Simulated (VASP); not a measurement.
# Y (I4/mmm) in VASP: further runs, part 2 of 2

VASP 6.6.1.

**3. Single point, r2SCAN (strain +0.000 along x and y, -0.080 along z)**

File POSCAR:

```
Y
1.0
    0.0000000000      2.4850000000      2.2862000000
    2.4850000000      0.0000000000      2.2862000000
    2.4850000000      2.4850000000      0.0000000000
Y
1
Direct
    0.0000000000      0.0000000000      0.0000000000
```

File INCAR.step1:

```
PREC = Accurate
ENCUT = 520
ISMEAR = 0
SIGMA = 0.15
LREAL = F
LASPH = T
NELM = 60
NBANDS = 12
GGA = PE
ALGO = Normal
EDIFF = 1E-4
LWAVE = T
LCHARG = F
```

File INCAR.step2:

```
PREC = Accurate
ENCUT = 520
EDIFF = 1E-6
ISMEAR = 0
SIGMA = 0.15
LREAL = F
LASPH = T
NELM = 60
ALGO = Normal
ISIF = 2
LWAVE = F
LCHARG = F
METAGGA = R2SCAN
LMIXTAU = T
NBANDS = 12
ISTART = 1
```

File KPOINTS:

```
Automatic mesh
0
Gamma
  16 16 16
```

Potentials or basis: VASP PAW PBE potentials, release 64 (Y_sv).

Command:

```
cat potpaw_PBE.64/Y_sv/POTCAR > POTCAR
cp INCAR.step1 INCAR
mpirun -np 1 vasp_std > vasp.out
cp INCAR.step2 INCAR
mpirun -np 1 vasp_std > vasp.out
```

OUTCAR:

```text
PREC = Accurate
   ENCUT = 520
   EDIFF = 1E-6
   ISMEAR = 0
   LREAL = F
   LASPH = T
   NELM = 60
   ISIF = 2
   METAGGA = R2SCAN
   ISTART = 1

 ion  position               nearest neighbor table
   1  0.000  0.000  0.000-

  LATTYP: Found a body centered tetragonal cell.
 ALAT       =     3.5143207025
 C/A-ratio  =     1.3010764774

  Lattice vectors:

 A1 = (   0.0000000000,  -2.4850000000,  -2.2862000000)
 A2 = (   0.0000000000,   2.4850000000,  -2.2862000000)
 A3 = (   2.4850000000,   0.0000000000,   2.2862000000)

Analysis of symmetry for initial positions (statically):
=====================================================================
 Subroutine PRICEL returns:
 Original cell was already a primitive cell.

 Routine SETGRP: Setting up the symmetry group for a
 body centered tetragonal supercell.

 Subroutine GETGRP returns: Found 16 space group operations
 (whereof 16 operations were pure point group operations)
 out of a pool of 16 trial point group operations.

The static configuration has the point symmetry D_4h.

[... 166 lines left out ...]
 k-point     1 :       0.0000    0.0000    0.0000
  band No.  band energies     occupation
      1     -39.9792      2.00000
      2     -18.8802      2.00000
      3     -18.8735      2.00000
      4     -18.8735      2.00000
      5      -1.2769      2.00000
      6       5.8952      0.00000
      7       5.8952      0.00000
      8       6.5580      0.00000
      9       8.0096      0.00000
     10       9.0094      0.00000
     11      13.6616      0.00000
     12      16.9356      0.00000
[... 331 lines left out ...]
 k-point    24 :      -0.0625    0.0625    0.0000
  band No.  band energies     occupation
      1     -39.9672      2.00000
      2     -18.9536      2.00000
      3     -18.9077      2.00000
      4     -18.8837      2.00000
      5      -0.9795      2.00000
      6       5.6153      0.00000
      7       6.0347      0.00000
      8       6.6614      0.00000
      9       7.7429      0.00000
     10       8.8568      0.00000
     11      14.3448      0.00000
     12      16.5100      0.00000

 [... further k-points ...]

------------------------ aborting loop because EDIFF is reached ----------------------------------------

  FORCE on cell =-STRESS in cart. coord.  units (eV):
  Direction    XX          YY          ZZ          XY          YZ          ZX
  --------------------------------------------------------------------------------------
  -------------------------------------------------------------------------------------
  Total        1.3106121      1.3106121      1.5553418      0.0000000     -0.0000000     -0.0000000
  in kB       74.3682845     74.3682845     88.2550209      0.0000000     -0.0000000     -0.0000000
  external PRESSURE =      78.9971966 kB  Pullay stress =       0.0000000 kB

 VOLUME and BASIS-vectors are now :
 -----------------------------------------------------------------------------
  energy-cutoff  :      520.00
  volume of cell :       28.24
      direct lattice vectors                 reciprocal lattice vectors
     0.000000000  2.485000000  2.286200000    -0.201207243  0.201207243  0.218703526
     2.485000000  0.000000000  2.286200000     0.201207243 -0.201207243  0.218703526
     2.485000000  2.485000000  0.000000000     0.201207243  0.201207243 -0.218703526

 POSITION                                       TOTAL-FORCE (eV/Angst)
 -----------------------------------------------------------------------------------
      0.00000      0.00000      0.00000         0.000000      0.000000      0.000000
 -----------------------------------------------------------------------------------
    total drift:                               -0.000000     -0.000000     -0.000000

  FREE ENERGIE OF THE ION-ELECTRON SYSTEM (eV)
  ---------------------------------------------------
  free  energy   TOTEN  =       -20.1136979639 eV

  energy  without entropy=      -20.0991664577  energy(sigma->0) =      -20.10643221
```

OUTCAR.step1:

```text
PREC = Accurate
   ENCUT = 520
   ISMEAR = 0
   LREAL = F
   LASPH = T
[... 577 lines left out ...]

 POSITION                                       TOTAL-FORCE (eV/Angst)
 -----------------------------------------------------------------------------------
      0.00000      0.00000      0.00000         0.000000      0.000000      0.000000
 -----------------------------------------------------------------------------------
    total drift:                               -0.000000     -0.000000     -0.000000

  FREE ENERGIE OF THE ION-ELECTRON SYSTEM (eV)
  ---------------------------------------------------
  free  energy   TOTEN  =        -6.3262563626 eV

  energy  without entropy=       -6.3115357824  energy(sigma->0) =       -6.31889607
```

Wall time 13 min (1 thread of Oxide Virtual Turin-like, shared host); peak memory 0.25 GiB.

Results:

```yaml
Free_energy: -20.1137 eV
Pressure: 7.9 GPa
Band_gap_on_the_k_mesh: zero (an odd number of electrons rules out a gap without spin polarisation)
```

Stress tensor (GPa, compression positive):
```
7.44 0.00 0.00
0.00 7.44 0.00
0.00 0.00 8.83
```

Levels at points of the mesh, in eV from the Fermi level:
```csv
k point,band 2,band 3,band 4,band 5,band 6,band 7,band 8,band 9
"(0.00, 0.00, 0.00)",-22.76,-22.76,-22.76,-5.16,2.01,2.01,2.68,4.13
"(0.50, 0.00, 0.00)",-23.70,-22.92,-22.83,-2.19,0.96,1.51,2.45,6.14
"(0.50, 0.50, 0.00)",-23.62,-23.16,-23.16,-2.19,-1.40,3.68,6.46,6.92
"(0.50, 0.00, 0.50)",-23.64,-23.11,-22.98,-2.19,-0.99,2.37,6.36,6.53
```

Caveat: the cell differs from its parent crystal (strain +0.000 along x and y, -0.080 along z); the cell stands under pressure; the PAW data sets were made with another functional, which shifts forces and pressure a little.

**4. Single point, r2SCAN (strain +0.080 along x and y, -0.080 along z)**

File POSCAR:

```
Y
1.0
    0.0000000000      2.6838000000      2.2862000000
    2.6838000000      0.0000000000      2.2862000000
    2.6838000000      2.6838000000      0.0000000000
Y
1
Direct
    0.0000000000      0.0000000000      0.0000000000
```

File INCAR.step1:

```
PREC = Accurate
ENCUT = 520
ISMEAR = 0
SIGMA = 0.15
LREAL = False
LASPH = True
NELM = 100
NBANDS = 12
GGA = PE
ALGO = Normal
EDIFF = 1E-4
LWAVE = True
LCHARG = False
```

File INCAR.step2:

```
PREC = Accurate
ENCUT = 520
EDIFF = 1E-7
ISMEAR = 0
SIGMA = 0.15
LREAL = False
LASPH = True
NELM = 100
ALGO = Normal
ISIF = 2
LWAVE = False
LCHARG = True
METAGGA = R2SCAN
LMIXTAU = True
LELF = True
LVHAR = True
NBANDS = 12
ISTART = 1
```

KPOINTS is that of step 3.

Command:

```
cat potpaw_PBE.64/Y_sv/POTCAR > POTCAR
cp INCAR.step1 INCAR
mpirun -np 1 vasp_std > vasp.out
cp INCAR.step2 INCAR
mpirun -np 1 vasp_std > vasp.out
```

Wall time 21 min (1 thread of Oxide Virtual Turin-like, shared host); peak memory 0.27 GiB.

The run converged. Its results:

```
Free energy            : -20.2076 eV
Pressure               : 0.4 GPa
Band gap on the k mesh : zero (an odd number of electrons rules out a gap without spin polarisation)
```

Stress tensor (GPa, compression positive):
```
-0.18  0.00  0.00
 0.00 -0.18  0.00
 0.00  0.00  1.59
```

Levels at points of the mesh, in eV from the Fermi level:
| k point | band 2 | band 3 | band 4 | band 5 | band 6 | band 7 | band 8 | band 9 |
| --- | --- | --- | --- | --- | --- | --- | --- | --- |
| (0.00, 0.00, 0.00) | -23.32 | -23.31 | -23.31 | -5.00 | 1.79 | 1.79 | 2.85 | 3.16 |
| (0.50, 0.00, 0.00) | -23.89 | -23.44 | -23.34 | -2.00 | 0.43 | 1.11 | 2.70 | 5.00 |
| (0.50, 0.50, 0.00) | -23.83 | -23.61 | -23.61 | -1.71 | -1.21 | 3.56 | 5.56 | 5.87 |
| (0.50, 0.00, 0.50) | -23.86 | -23.54 | -23.40 | -1.86 | -0.48 | 1.28 | 5.13 | 5.26 |

Caveat: the cell differs from its parent crystal (strain +0.080 along x and y, -0.080 along z); the PAW data sets were made with another functional, which shifts forces and pressure a little.

**5. Summary**

| cell | gap on the mesh (eV) | pressure (GPa) |
| --- | --- | --- |
| a = 3.526, b = 3.526, c = 3.233 Å, angles 62.7, 62.7, 54.6°, 1 atom | none | 8.0 |
| a = 3.377, b = 3.377, c = 3.514 Å, angles 58.6, 58.6, 62.7°, 1 atom | none | 7.9 |
| a = 3.526, b = 3.526, c = 3.795 Å, angles 57.4, 57.4, 65.1°, 1 atom | none | 0.4 |

Alike in all rows: task single point; level r2SCAN; potentials or basis VASP PAW PBE potentials, release 64 (Y_sv); no spin polarisation; k mesh 16 × 16 × 16; cutoff (eV) 520; smearing gaussian 0.15 eV.

Caveats: the PAW data sets were made with another functional, which shifts forces and pressure a little; the cell stands under pressure (at least some runs).

Total energies depend on the potentials used, so only differences within one code and one set of settings carry meaning.
